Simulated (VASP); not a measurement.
# HgTe (Coloradoite) (F-43m) in VASP: a series of runs

The runs below take HgTe (Coloradoite) through single point, with PBE, r2SCAN.

Everything below comes from runs of VASP 6.6.1. Logs are shortened: lines on timing, memory, paths and dates and some standing lists are left out, and cuts for length are marked.

**1. The cell of the first run**

The structure is cubic, space group F-43m (No. 216). Conventional cell: a = 6.429 Å, b = 6.429 Å, c = 6.429 Å, α = 90.00°, β = 90.00°, γ = 90.00°. Within 3.7 Å of Hg (site symmetry -43m) lie 4 Te at 2.78 Å. Within 3.7 Å of Te (site symmetry -43m) lie 4 Hg at 2.78 Å.

**2. Single point, PBE**

The input, INCAR:

```
PREC = Accurate
ENCUT = 520
EDIFF = 1E-6
ISMEAR = 0
SIGMA = 0.024
LREAL = F
LASPH = T
NELM = 100
ALGO = Normal
ISIF = 2
LWAVE = F
LCHARG = T
GGA = PE
LELF = T
LVHAR = T
NBANDS = 16
```

The input, KPOINTS:

```
regular mesh
0
Gamma
  7 7 7
```

The input, POSCAR:

```
HgTe
1.0
    0.0000000000      3.2145000000      3.2145000000
    3.2145000000      0.0000000000      3.2145000000
    3.2145000000      3.2145000000      0.0000000000
Hg Te
1 1
Direct
    0.0000000000      0.0000000000      0.0000000000
    0.7500000000      0.7500000000      0.7500000000
```

Potentials or basis: VASP PAW PBE potentials, release 64 (Hg, Te).

Started as:

```sh
cat potpaw_PBE.64/Hg/POTCAR potpaw_PBE.64/Te/POTCAR > POTCAR
mpirun -np 1 vasp_std > vasp.out
```

OUTCAR:

```text
PREC = Accurate
   ENCUT = 520
   EDIFF = 1E-6
   ISMEAR = 0
   LREAL = F
   LASPH = T
   NELM = 100
   ISIF = 2
   GGA = PE

 ion  position               nearest neighbor table
   1  0.000  0.000  0.000-   2 2.78   2 2.78   2 2.78   2 2.78
   2  0.750  0.750  0.750-   1 2.78   1 2.78   1 2.78   1 2.78

  LATTYP: Found a face centered cubic cell.
 ALAT       =     6.4290000000

  Lattice vectors:

 A1 = (   0.0000000000,   3.2145000000,   3.2145000000)
 A2 = (   3.2145000000,   0.0000000000,   3.2145000000)
 A3 = (   3.2145000000,   3.2145000000,   0.0000000000)

Analysis of symmetry for initial positions (statically):
=====================================================================
 Subroutine PRICEL returns:
 Original cell was already a primitive cell.

 Routine SETGRP: Setting up the symmetry group for a
 face centered cubic supercell.

 Subroutine GETGRP returns: Found 24 space group operations
 (whereof 24 operations were pure point group operations)
 out of a pool of 48 trial point group operations.

The static configuration has the point symmetry T_d .

Analysis of symmetry for dynamics (positions and initial velocities):
=====================================================================
 Subroutine PRICEL returns:
 Original cell was already a primitive cell.

 Routine SETGRP: Setting up the symmetry group for a
 face centered cubic supercell.

 Subroutine GETGRP returns: Found 24 space group operations
 (whereof 24 operations were pure point group operations)
 out of a pool of 48 trial point group operations.

The dynamic configuration has the point symmetry T_d .

 Subroutine INISYM returns: Found 24 space group operations
 (whereof 24 operations are pure point group operations),
 and found     1 'primitive' translations

----------------------------------------------------------------------------------------

                                     Primitive cell

  volume of cell :      66.4309

  direct lattice vectors                    reciprocal lattice vectors
     0.000000000  3.214500000  3.214500000    -0.155545186  0.155545186  0.155545186
     3.214500000  0.000000000  3.214500000     0.155545186 -0.155545186  0.155545186
     3.214500000  3.214500000  0.000000000     0.155545186  0.155545186 -0.155545186

  length of vectors
     4.545989496  4.545989496  4.545989496     0.269412165  0.269412165  0.269412165

  position of ions in fractional coordinates (direct lattice)
     0.000000000  0.000000000  0.000000000
[... 73 lines left out ...]
   EDIFF  = 0.1E-05   stopping-criterion for ELM
   LREAL  =      F    real-space projection
   EDIFFG = 0.1E-04   stopping-criterion for IOM
   NSW    =      0    number of steps for IOM
   IBRION =     -1    ionic relax: 0-MD 1-quasi-New 2-CG
   NFREE  =      0    steps in history (QN), initial steepest desc. (CG)
   ISIF   =      2    stress and relaxation
   ISYM   =      2    0-nonsym 1-usesym 2-fastsym
   POTIM  = 0.5000    time-step for ionic-motion
   TEBEG  =    0.0;   TEEND  =   0.0 temperature during run
   PSTRESS=    0.0 pullay stress
   NELECT =      18.0000    total number of electrons
   NUPDOWN=      -1.0000    fix difference up-down
   EMIN   =  10.00;   EMAX   =-10.00  energy-range for DOS
   EFERMI =   0.00;   METHOD = LEGACY
   ISMEAR =     0;   SIGMA  =   0.02  broadening in eV -4-tet -1-fermi 0-gaus
   EFERMI_NEDOS =   21; number of points for ismear=-14 and -15
   IALGO  =     38    algorithm
   IMIX   =      4    mixing-type and parameters
     AMIX     =   0.40;   BMIX     =  1.00
     AMIX_MAG =   1.60;   BMIX_MAG =  1.00
  volume/ion in A,a.u.               =      33.22       224.15
  Fermi-wavevector in a.u.,A,eV,Ry     =   1.059357  2.001894 15.268958  1.122237
  Thomas-Fermi vector in A             =   2.194699
   LORBIT       =      0    0 simple, 1 ext, 2 COOP (PROOUT), +10 PAW based schemes
   GGA     = PE    functional components
   LHFCALC =     F    Hartree Fock is set to
   AEXX    =    0.0000 exact exchange contribution
   IVDW    =     0    specifies the selected vdW correction
   LEPSILON=     F    determine dielectric tensor
   LRPA    =     F    only Hartree local field effects (RPA)
 non-spin polarized calculation
 Gauss-broadening in eV      SIGMA  =   0.02
  energy-cutoff  :      520.00
  volume of cell :       66.43
 maximum number of plane-waves:      1808
 NGX is ok and might be reduce to    36
   NGX = 17   NGY = 17   NGZ = 17

 number of electron      18.0000000 magnetization

 Free energy of the ion-electron system (eV)
  ---------------------------------------------------
  ext. energy  EPLUGINS =         0.00000000
  ---------------------------------------------------
  free energy    TOTEN  =        -3.55129289 eV

  energy without entropy =       -3.55118495  energy(sigma->0) =       -3.55123892

 E-fermi :   3.2821     XC(G=0):  -8.8172

 val. band max:        3.2747844710   @ k =   0.0000   0.0000   0.0000
 cond. band min:       4.0012275562   @ k =   0.4286   0.0000   0.0000
 fundamental gap:      0.7264430852
 Fermi energy:         3.2820941353

 k-point     1 :       0.0000    0.0000    0.0000
  band No.  band energies     occupation
      1      -8.8315      2.00000
      2      -4.1788      2.00000
      3      -4.1788      2.00000
      4      -4.1788      2.00000
      5      -3.6291      2.00000
      6      -3.6291      2.00000
[... 357 lines left out ...]
      3      -3.9073      2.00000
      4      -3.6998      2.00000
      5      -3.6429      2.00000
      6      -3.0517      2.00000
[... 8 lines left out ...]
     15      13.3842      0.00000
     16      15.1675      0.00000

------------------------ aborting loop because EDIFF is reached ----------------------------------------

  FORCE on cell =-STRESS in cart. coord.  units (eV):
  Direction    XX          YY          ZZ          XY          YZ          ZX
  --------------------------------------------------------------------------------------
  -------------------------------------------------------------------------------------
  Total        1.9214351      1.9214351      1.9214351      0.0000000      0.0000000      0.0000000
  in kB       46.3410648     46.3410648     46.3410648      0.0000000      0.0000000      0.0000000
  external PRESSURE =      46.3410648 kB  Pullay stress =       0.0000000 kB

 VOLUME and BASIS-vectors are now :
 -----------------------------------------------------------------------------
  energy-cutoff  :      520.00
  volume of cell :       66.43
      direct lattice vectors                 reciprocal lattice vectors
     0.000000000  3.214500000  3.214500000    -0.155545186  0.155545186  0.155545186
     3.214500000  0.000000000  3.214500000     0.155545186 -0.155545186  0.155545186
     3.214500000  3.214500000  0.000000000     0.155545186  0.155545186 -0.155545186

 POSITION                                       TOTAL-FORCE (eV/Angst)
 -----------------------------------------------------------------------------------
      0.00000      0.00000      0.00000         0.000000      0.000000      0.000000
      4.82175      4.82175      4.82175        -0.000000     -0.000000     -0.000000
 -----------------------------------------------------------------------------------
    total drift:                                0.000000      0.000000      0.000000

  FREE ENERGIE OF THE ION-ELECTRON SYSTEM (eV)
  ---------------------------------------------------
  free  energy   TOTEN  =        -3.5512928897 eV

  energy  without entropy=       -3.5511849510  energy(sigma->0) =       -3.55123892
```

It took 17 s on 1 thread of Intel Xeon Platinum 8488C (Sapphire Rapids), shared host; peak memory 0.21 GiB.

Results:

- Free energy: -3.5513 eV
- Pressure: 4.6 GPa
- Band gap on the k mesh: zero (filled and empty bands touch)

Levels at points of the mesh, in eV from the Fermi level:
```tsv
k point	band 7	band 8	band 9	band 10	band 11	band 12
(0.00, 0.00, 0.00)	-0.69	-0.01	-0.01	-0.01	4.19	4.19
```

Caveat: spin-orbit coupling is left out, which moves the levels of the heavy elements.

**3. Single point, r2SCAN**

This run uses another cell than the first one, of 31.22 Å³/atom, 0.940 times its volume.

The input, POSCAR:

```
HgTe
1.0
    0.0000000000      3.1488795465      3.1488795465
    3.1488795465      0.0000000000      3.1488795465
    3.1488795465      3.1488795465      0.0000000000
Hg Te
1 1
Direct
    0.0000000000      0.0000000000      0.0000000000
    0.7500000000      0.7500000000      0.7500000000
```

The input, INCAR.step1:

```
  PREC = Accurate
  ENCUT = 520
  ISMEAR = -1
  SIGMA = 0.05
  LREAL = F
  LASPH = T
  NELM = 100
  NBANDS = 16
  GGA = PE
  ALGO = Normal
  EDIFF = 1E-4
  LWAVE = T
  LCHARG = F
```

The input, INCAR.step2:

```
  PREC = Accurate
  ENCUT = 520
  EDIFF = 1E-7
  ISMEAR = -1
  SIGMA = 0.05
  LREAL = F
  LASPH = T
  NELM = 100
  ALGO = Normal
  ISIF = 2
  LWAVE = F
  LCHARG = F
  METAGGA = R2SCAN
  LMIXTAU = T
  NBANDS = 16
  ISTART = 1
```

KPOINTS is that of step 2.

Potentials or basis: VASP PAW PBE potentials, release 64 (Hg, Te).

Started as:

```sh
cat potpaw_PBE.64/Hg/POTCAR potpaw_PBE.64/Te/POTCAR > POTCAR
cp INCAR.step1 INCAR
mpirun -np 1 vasp_std > vasp.out
cp INCAR.step2 INCAR
mpirun -np 1 vasp_std > vasp.out
```

Wall time 38 s (1 thread of Intel Xeon 6975P-C (Granite Rapids), shared host); peak memory 0.21 GiB.

The run converged. Its results:

```
Free energy            : -74.9857 eV
Pressure               : 7.3 GPa
Band gap on the k mesh : zero (filled and empty bands touch)
```

Levels at points of the mesh, in eV from the Fermi level:
```tsv
k point	band 6	band 7	band 8	band 9	band 10	band 11	band 12	band 13
(0.00, 0.00, 0.00)	-7.52	-0.23	-0.04	-0.04	-0.04	4.35	4.35	4.35
```

Caveat: the PAW data sets were made with another functional, which shifts forces and pressure a little; spin-orbit coupling is left out, which moves the levels of the heavy elements.

**4. Single point, r2SCAN**

This run uses another cell than the first one, of 31.89 Å³/atom, 0.960 times its volume.

The input, POSCAR:

```
HgTe
1.0
    0.0000000000      3.1710554852      3.1710554852
    3.1710554852      0.0000000000      3.1710554852
    3.1710554852      3.1710554852      0.0000000000
Hg Te
1 1
Direct
    0.0000000000      0.0000000000      0.0000000000
    0.7500000000      0.7500000000      0.7500000000
```

The input, INCAR.step1:

```
ALGO = Normal
EDIFF = 1E-4
ENCUT = 520
GGA = PE
ISMEAR = -1
LASPH = True
LCHARG = False
LREAL = False
LWAVE = True
NBANDS = 16
NELM = 80
PREC = Accurate
SIGMA = 0.05
```

The input, INCAR.step2:

```
ALGO = Normal
EDIFF = 1E-6
ENCUT = 520
ISIF = 2
ISMEAR = -1
ISTART = 1
LASPH = True
LCHARG = False
LMIXTAU = True
LREAL = False
LWAVE = False
METAGGA = R2SCAN
NBANDS = 16
NELM = 80
PREC = Accurate
SIGMA = 0.05
```

The input, KPOINTS:

```
k-points
0
Gamma
  7 7 7
```

Started as:

```sh
cat potpaw_PBE.64/Hg/POTCAR potpaw_PBE.64/Te/POTCAR > POTCAR
cp INCAR.step1 INCAR
mpirun -np 1 vasp_std > vasp.out
cp INCAR.step2 INCAR
mpirun -np 1 vasp_std > vasp.out
```

Wall time 42 s (1 thread of Intel Xeon 6975P-C (Granite Rapids), shared host); peak memory 0.21 GiB.

Results (log left out):

```yaml
Free_energy: -75.0400 eV
Pressure: 5.8 GPa
Band_gap_on_the_k_mesh: zero (filled and empty bands touch)
```

Levels at points of the mesh, in eV from the Fermi level:
| k point | band 5 | band 6 | band 7 | band 8 | band 9 | band 10 | band 11 | band 12 | band 13 | band 14 |
| --- | --- | --- | --- | --- | --- | --- | --- | --- | --- | --- |
| (0.00, 0.00, 0.00) | -7.40 | -7.40 | -0.29 | -0.04 | -0.04 | -0.04 | 4.40 | 4.40 | 4.40 | 6.77 |

Caveat: the PAW data sets were made with another functional, which shifts forces and pressure a little; spin-orbit coupling is left out, which moves the levels of the heavy elements.

**5. Single point, r2SCAN**

This run uses another cell than the first one, of 32.55 Å³/atom, 0.980 times its volume.

The input, POSCAR:

```
HgTe
1.0
    0.0000000000      3.1929255244      3.1929255244
    3.1929255244      0.0000000000      3.1929255244
    3.1929255244      3.1929255244      0.0000000000
Hg Te
1 1
Direct
    0.0000000000      0.0000000000      0.0000000000
    0.7500000000      0.7500000000      0.7500000000
```

The input, INCAR.step1:

```
SYSTEM = HgTe
ALGO = Normal ; EDIFF = 1E-4
ENCUT = 520 ; GGA = PE
ISMEAR = -1 ; LASPH = .True.
LCHARG = .False. ; LREAL = .False.
LWAVE = .True. ; NBANDS = 16
NELM = 100 ; PREC = Accurate
SIGMA = 0.05
```

The input, INCAR.step2:

```
SYSTEM = HgTe
ALGO = Normal ; EDIFF = 1E-6
ENCUT = 520 ; ISIF = 2
ISMEAR = -1 ; ISTART = 1
LASPH = .True. ; LCHARG = .True.
LELF = .True. ; LMIXTAU = .True.
LREAL = .False. ; LVHAR = .True.
LWAVE = .False. ; METAGGA = R2SCAN
NBANDS = 16 ; NELM = 100
PREC = Accurate ; SIGMA = 0.05
```

The input, KPOINTS:

```
k-points
0
Gamma
  7 7 7
  0 0 0
```

Started as:

```sh
cat potpaw_PBE.64/Hg/POTCAR potpaw_PBE.64/Te/POTCAR > POTCAR
cp INCAR.step1 INCAR
mpirun -np 1 vasp_std > vasp.out
cp INCAR.step2 INCAR
mpirun -np 1 vasp_std > vasp.out
```

Run time: 45 s. Hardware: 1 thread of Intel Xeon 6975P-C (Granite Rapids), shared host; peak memory 0.21 GiB.

The run converged. Its results:

- Free energy: -75.0827 eV
- Pressure: 4.5 GPa
- Band gap on the k mesh: zero (filled and empty bands touch)

Levels at points of the mesh, in eV from the Fermi level:
| k point | band 6 | band 7 | band 8 | band 9 | band 10 | band 11 | band 12 | band 13 |
| --- | --- | --- | --- | --- | --- | --- | --- | --- |
| (0.00, 0.00, 0.00) | -7.29 | -0.35 | -0.04 | -0.04 | -0.04 | 4.44 | 4.44 | 4.44 |

Caveat: the PAW data sets were made with another functional, which shifts forces and pressure a little; spin-orbit coupling is left out, which moves the levels of the heavy elements.

**6. The runs side by side**

| level | cell | smearing | gap on the mesh (eV) | pressure (GPa) |
| --- | --- | --- | --- | --- |
| PBE | a = 4.546 Å, angles 60.0°, 2 atoms | gaussian 0.024 eV | none | 4.6 |
| r2SCAN | a = 4.453 Å, angles 60.0°, 2 atoms | fermi-dirac 0.05 eV | none | 7.3 |
| r2SCAN | a = 4.485 Å, angles 60.0°, 2 atoms | fermi-dirac 0.05 eV | none | 5.8 |
| r2SCAN | a = 4.515 Å, angles 60.0°, 2 atoms | fermi-dirac 0.05 eV | none | 4.5 |

Alike in all rows: task single point; potentials or basis VASP PAW PBE potentials, release 64 (Hg, Te); no spin polarisation; k mesh 7 × 7 × 7; cutoff (eV) 520.

Caveats: spin-orbit coupling is left out, which moves the levels of the heavy elements; the PAW data sets were made with another functional, which shifts forces and pressure a little (some runs).

Absolute energies hang on the potentials; compare differences alone.
